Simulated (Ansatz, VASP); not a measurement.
## SnO: VASP beside Ansatz

```
Sn O
1.0
     3.53750    0.00000    0.00000
     0.00000    3.53750    0.00000
     0.00000    0.00000    4.64508
Sn O
2 2
Direct
  0.00000 0.50000 0.24575
  0.50000 0.00000 0.75425
  0.00000 0.00000 0.00000
  0.50000 0.50000 0.00000
```

Alike in both runs: task single point; functional LDA; k mesh 12 × 12 × 10; occupations gaussian, width 0.15 eV; no spin polarisation.

|  | VASP | Ansatz |
| --- | --- | --- |
| version | VASP 6.6.1 | Ansatz 0.2.0 |
| potentials or method | VASP PAW LDA potentials, release 64 (Sn_d, O), cutoff 520 eV | scalar-relativistic, plane waves, PAW |
| valence electrons in the cell | 40 | 40 |

|  | VASP | Ansatz | Ansatz less VASP |
| --- | --- | --- | --- |
| gap on the k mesh at the Fermi level (eV) | none | none | - |
| pressure (GPa) | 20.1 | 19.4 | -0.70 |
| traceless stress, the component that is largest in VASP (GPa) | -6.49 | -6.53 | -0.037 |
| rms of the force components (eV/Å) | 0.886 | 0.817 | -0.0689 |

LDA's correlation is that of Perdew and Zunger in VASP and of Perdew and Wang (1992) in Ansatz. Atom by atom the forces differ by 0.069 eV/Å (rms over components). A gap of «none» marks a metal or a gap that the smearing closes.
